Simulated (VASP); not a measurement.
Input of a VASP 6.6.1 run:

File INCAR:

```
ALGO = Normal
EDIFF = 1E-6
ENCUT = 520
GGA = PS
ISIF = 2
ISMEAR = -1
ISPIN = 2
LASPH = True
LCHARG = False
LMAXMIX = 4
LORBIT = 11
LREAL = False
LWAVE = False
MAGMOM = -2.68 0
NBANDS = 18
NELM = 150
PREC = Accurate
SIGMA = 0.05
```

Contents of KPOINTS:

```
k-points
0
Gamma
  12 12 12
```

Contents of POSCAR:

```
FeO
1.0
   -1.6021034130      1.6021034130      2.0833922500
    1.6021034130     -1.6021034130      2.0833922500
    1.6021034130      1.6021034130     -2.0833922500
Fe O
1 1
Direct
    0.0000000000      0.0000000000      0.0000000000
    0.5000000000      0.5000000000      0.0000000000
```

Potentials or basis: VASP PAW PBE potentials, release 64 (Fe, O).

Command:

```console
$ cat potpaw_PBE.64/Fe/POTCAR potpaw_PBE.64/O/POTCAR > POTCAR
$ mpirun -np 1 vasp_std > vasp.out
```

Question: Estimate the band gap on the k mesh.

Answer: Zero (filled and empty bands overlap).

Question: Estimate the site moments.

Answer: Fe -3.61; O -0.30 μB.

Stress tensor (GPa, compression positive):
```
-17.29   0.00   0.00
  0.00 -17.29   0.00
  0.00   0.00 -13.54
```

Caveat: the cell stands under tension; the PAW data sets were made with another functional, which shifts forces and pressure a little; a cell with one magnetic atom can't hold antiferromagnetic order, which such compounds often take; semilocal functionals often make such compounds metallic where correlation or magnetic order opens a gap, which also shifts bond lengths. With open d or f shells a metallic result of PBEsol can be an artefact of self-interaction; +U or a hybrid may open a gap.
